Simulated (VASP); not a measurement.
# Cu (I4/mmm) in VASP: further runs, part 2 of 2

VASP 6.6.1. Earlier steps stand in the parts before.

**5. Single point, PBEsol (strain +0.000 along x and y, -0.025 along z)**

File INCAR:

```
ALGO     = Fast           # electronic algorithm
EDIFF    = 1E-7           # SCF threshold, eV
ENCUT    = 520            # plane-wave cutoff, eV
GGA      = PS             # functional
ISIF     = 2              # what is computed and relaxed
ISMEAR   = 0              # smearing method
LASPH    = T              # aspherical terms in the spheres
LCHARG   = F              # write CHGCAR
LREAL    = F              # projectors in reciprocal space
LWAVE    = F              # write WAVECAR
NBANDS   = 12             # bands
NELM     = 100            # most SCF steps
PREC     = Accurate       # precision mode
SIGMA    = 0.15           # smearing width, eV
```

File KPOINTS:

```
k-points
0
Gamma
  28 28 28
```

File POSCAR:

```
Cu
1.0
    0.0000000000      1.7816860088      1.7371438586
    1.7816860088      0.0000000000      1.7371438586
    1.7816860088      1.7816860088      0.0000000000
Cu
1
Direct
    0.0000000000      0.0000000000      0.0000000000
```

Potentials or basis: VASP PAW PBE potentials, release 64 (Cu).

Run with:

```console
$ cat potpaw_PBE.64/Cu/POTCAR > POTCAR
$ mpirun -np 1 vasp_std > vasp.out
```

OUTCAR:

```text
EDIFF = 1E-7
   ENCUT = 520
   GGA = PS
   ISIF = 2
   ISMEAR = 0
   LASPH = T
   LREAL = F
   NELM = 100
   PREC = Accurate

 ion  position               nearest neighbor table
   1  0.000  0.000  0.000-

  LATTYP: Found a body centered tetragonal cell.
 ALAT       =     2.5196845175
 C/A-ratio  =     1.3788582233

  Lattice vectors:

 A1 = (   0.0000000000,  -1.7816860088,  -1.7371438586)
 A2 = (   0.0000000000,   1.7816860088,  -1.7371438586)
 A3 = (   1.7816860088,   0.0000000000,   1.7371438586)

Analysis of symmetry for initial positions (statically):
=====================================================================
 Subroutine PRICEL returns:
 Original cell was already a primitive cell.

 Routine SETGRP: Setting up the symmetry group for a
 body centered tetragonal supercell.

 Subroutine GETGRP returns: Found 16 space group operations
 (whereof 16 operations were pure point group operations)
 out of a pool of 16 trial point group operations.

The static configuration has the point symmetry D_4h.

Analysis of symmetry for dynamics (positions and initial velocities):
=====================================================================
 Subroutine PRICEL returns:
 Original cell was already a primitive cell.

 Routine SETGRP: Setting up the symmetry group for a
 body centered tetragonal supercell.

 Subroutine GETGRP returns: Found 16 space group operations
 (whereof 16 operations were pure point group operations)
 out of a pool of 16 trial point group operations.

The dynamic configuration has the point symmetry D_4h.

 Subroutine INISYM returns: Found 16 space group operations
 (whereof 16 operations are pure point group operations),
 and found     1 'primitive' translations

----------------------------------------------------------------------------------------

                                     Primitive cell

  volume of cell :      11.0288

  direct lattice vectors                    reciprocal lattice vectors
[... 113 lines left out ...]
   IVDW    =     0    specifies the selected vdW correction
   LEPSILON=     F    determine dielectric tensor
   LRPA    =     F    only Hartree local field effects (RPA)
 non-spin polarized calculation
 RMM-DIIS sequential band-by-band and
 Gauss-broadening in eV      SIGMA  =   0.15
  energy-cutoff  :      520.00
  volume of cell :       11.03
 maximum number of plane-waves:       310
   NGX =  9   NGY =  9   NGZ =  9

 number of electron      11.0000003 magnetization

 Free energy of the ion-electron system (eV)
  ---------------------------------------------------
  ext. energy  EPLUGINS =         0.00000000
  ---------------------------------------------------
  free energy    TOTEN  =        -4.30413687 eV

  energy without entropy =       -4.30131491  energy(sigma->0) =       -4.30272589

 E-fermi :   8.2923     XC(G=0): -13.3126

 val. band max:        8.2903331470   @ k =   0.4286   0.3929   0.0000
 cond. band min:       8.2927088992   @ k =   0.5000   0.0714   0.2143
 fundamental gap:      0.0023757522
 Fermi energy:         8.2923219886

 k-point     1 :       0.0000    0.0000    0.0000
  band No.  band energies     occupation
      1      -1.6475      2.00000
      2       4.9876      2.00000
      3       4.9876      2.00000
      4       5.1200      2.00000
      5       5.8861      2.00000
      6       6.0204      2.00000
      7      31.4188      0.00000
      8      34.5116      0.00000
      9      34.5116      0.00000
     10      34.6722      0.00000
     11      37.0605      0.00000
     12      37.1491      0.00000
[... 331 lines left out ...]
 k-point    24 :       0.3214    0.0357    0.0000
  band No.  band energies     occupation
      1       1.5639      2.00000
      2       4.8287      2.00000
      3       5.1002      2.00000
      4       5.2056      2.00000
      5       6.1832      2.00000
      6       6.2783      2.00000
      7      18.4013      0.00000
      8      30.2561      0.00000
      9      30.3462      0.00000
     10      33.5612      0.00000
     11      36.0908      0.00000
     12      37.0307      0.00000

 [... further k-points ...]

------------------------ aborting loop because EDIFF is reached ----------------------------------------

  FORCE on cell =-STRESS in cart. coord.  units (eV):
  Direction    XX          YY          ZZ          XY          YZ          ZX
  --------------------------------------------------------------------------------------
  -------------------------------------------------------------------------------------
  Total        0.3236734      0.3236734      0.4363501      0.0000000      0.0000000     -0.0000000
  in kB       47.0207405     47.0207405     63.3895291      0.0000000      0.0000000     -0.0000000
  external PRESSURE =      52.4770034 kB  Pullay stress =       0.0000000 kB

 VOLUME and BASIS-vectors are now :
 -----------------------------------------------------------------------------
  energy-cutoff  :      520.00
  volume of cell :       11.03
      direct lattice vectors                 reciprocal lattice vectors
     0.000000000  1.781686009  1.737143859    -0.280633062  0.280633062  0.287828781
     1.781686009  0.000000000  1.737143859     0.280633062 -0.280633062  0.287828781
     1.781686009  1.781686009  0.000000000     0.280633062  0.280633062 -0.287828781

 POSITION                                       TOTAL-FORCE (eV/Angst)
 -----------------------------------------------------------------------------------
      0.00000      0.00000      0.00000        -0.000000      0.000000      0.000000
 -----------------------------------------------------------------------------------
    total drift:                                0.000000     -0.000000      0.000000

  FREE ENERGIE OF THE ION-ELECTRON SYSTEM (eV)
  ---------------------------------------------------
  free  energy   TOTEN  =        -4.3041368710 eV

  energy  without entropy=       -4.3013149051  energy(sigma->0) =       -4.30272589
```

OSZICAR:

```text
N       E                     dE             d eps       ncg     rms          rms(c)
DAV:   1     0.412947928518E+02    0.41295E+02   -0.53899E+03 44304   0.156E+03
DAV:   2    -0.412725995401E+01   -0.45422E+02   -0.41945E+02 40564   0.206E+02
DAV:   3    -0.540487287232E+01   -0.12776E+01   -0.12671E+01 45808   0.394E+01
DAV:   4    -0.541235289294E+01   -0.74800E-02   -0.74790E-02 44620   0.266E+00
DAV:   5    -0.541241753260E+01   -0.64640E-04   -0.64638E-04 46372   0.252E-01    0.846E+00
RMM:   6    -0.467395958322E+01    0.73846E+00   -0.34799E+00 49301   0.346E+01    0.444E+00
RMM:   7    -0.432198121493E+01    0.35198E+00   -0.47588E-01 49071   0.123E+01    0.107E+00
RMM:   8    -0.430565655100E+01    0.16325E-01   -0.16061E-02 50345   0.133E+00    0.280E-01
RMM:   9    -0.430409106562E+01    0.15655E-02   -0.29108E-03 51268   0.996E-01    0.193E-02
RMM:  10    -0.430412950774E+01   -0.38442E-04   -0.44876E-04 51733   0.300E-01    0.164E-02
RMM:  11    -0.430413570983E+01   -0.62021E-05   -0.75813E-05 56215   0.100E-01    0.793E-03
RMM:  12    -0.430413657652E+01   -0.86669E-06   -0.94704E-06 54623   0.345E-02    0.787E-04
RMM:  13    -0.430413679671E+01   -0.22019E-06   -0.13037E-06 48789   0.106E-02    0.956E-04
RMM:  14    -0.430413692715E+01   -0.13044E-06   -0.22595E-07 42076   0.674E-03    0.108E-03
RMM:  15    -0.430413687103E+01    0.56121E-07   -0.54670E-08 31960   0.329E-03
   1 F= -.43041369E+01 E0= -.43027259E+01  d E =-.282197E-02
```

stdout:

```text
POSCAR found type information on POSCAR Cu
 POSCAR found :  1 types and       1 ions
 scaLAPACK will be used
 -----------------------------------------------------------------------------
|                                                                             |
|                                                                             |
|     You enforced a specific xc type in the INCAR file but a different       |
|     I HOPE YOU KNOW WHAT YOU ARE DOING!                                     |
|                                                                             |
 -----------------------------------------------------------------------------

 LDA part: xc-table for (Slater+PW92), standard interpolation
 POSCAR, INCAR and KPOINTS ok, starting setup
 FFT: planning ... GRIDC
 FFT: planning ... GRID_SOFT
 FFT: planning ... GRID
 WAVECAR not read
 entering main loop
WARNING in EDDRMM: call to ZHEGV failed, returncode =   6  3      9
WARNING in EDDRMM: call to ZHEGV failed, returncode =   6  3     10
WARNING in EDDRMM: call to ZHEGV failed, returncode =   6  3      8
WARNING in EDDRMM: call to ZHEGV failed, returncode =   6  3     11
WARNING in EDDRMM: call to ZHEGV failed, returncode =   6  3     10
WARNING in EDDRMM: call to ZHEGV failed, returncode =   6  3      8
WARNING in EDDRMM: call to ZHEGV failed, returncode =   6  3      8
```

It took 2.5 min on 1 thread of Intel Xeon Platinum 8488C (Sapphire Rapids), shared host; peak memory 0.31 GiB.

Results:

```
Free energy : -4.3041 eV
Pressure    : 5.2 GPa
```

Stress tensor (GPa, compression positive):
```
4.70 0.00 0.00
0.00 4.70 0.00
0.00 0.00 6.34
```

Levels at points of the mesh, in eV from the Fermi level:
```
           k point  band 3  band 4  band 5  band 6  band 7  band 8  band 9  band 10
(0.00, 0.00, 0.00)   -3.30   -3.17   -2.41   -2.27   23.13   26.22   26.22    26.38
(0.50, 0.00, 0.00)   -3.23   -1.74   -1.68   -1.26    4.08   21.44   22.66    23.67
(0.50, 0.50, 0.00)   -1.73   -1.54   -1.54    1.78    8.03   13.14   13.14    17.91
(0.50, 0.00, 0.50)   -1.72   -1.60   -1.51    1.20    7.34   13.76   13.79    18.43
```

Caveat: the cell differs from its parent crystal (strain +0.000 along x and y, -0.025 along z); the PAW data sets were made with another functional, which shifts forces and pressure a little.

**6. Summary**

```tsv
cell	further INCAR settings	gap on the mesh (eV)	pressure (GPa)
a = 2.614, b = 2.614, c = 2.583 Å, angles 60.4, 60.4, 59.2°, 1 atom	ALGO = Fast; EDIFF = 1e-07; NBANDS = 12	none	-12.3
a = 2.614, b = 2.614, c = 2.646 Å, angles 59.6, 59.6, 60.8°, 1 atom	ALGO = Fast; EDIFF = 1e-06; NBANDS = 12	none	-14.4
a = 2.520, b = 2.520, c = 2.457 Å, angles 60.8, 60.8, 58.3°, 1 atom	ALGO = Fast; EDIFF = 1e-06; NBANDS = 12	none	5.6
a = 2.488, b = 2.488, c = 2.520 Å, angles 59.6, 59.6, 60.8°, 1 atom	ALGO = Fast; EDIFF = 1e-07; NBANDS = 12	none	5.2
```

Alike in all rows: task single point; level PBEsol; potentials or basis VASP PAW PBE potentials, release 64 (Cu); no spin polarisation; k mesh 28 × 28 × 28; cutoff (eV) 520; smearing gaussian 0.15 eV.

Caveats: the PAW data sets were made with another functional, which shifts forces and pressure a little.

Total energies depend on the potentials used, so only differences within one code and one set of settings carry meaning.
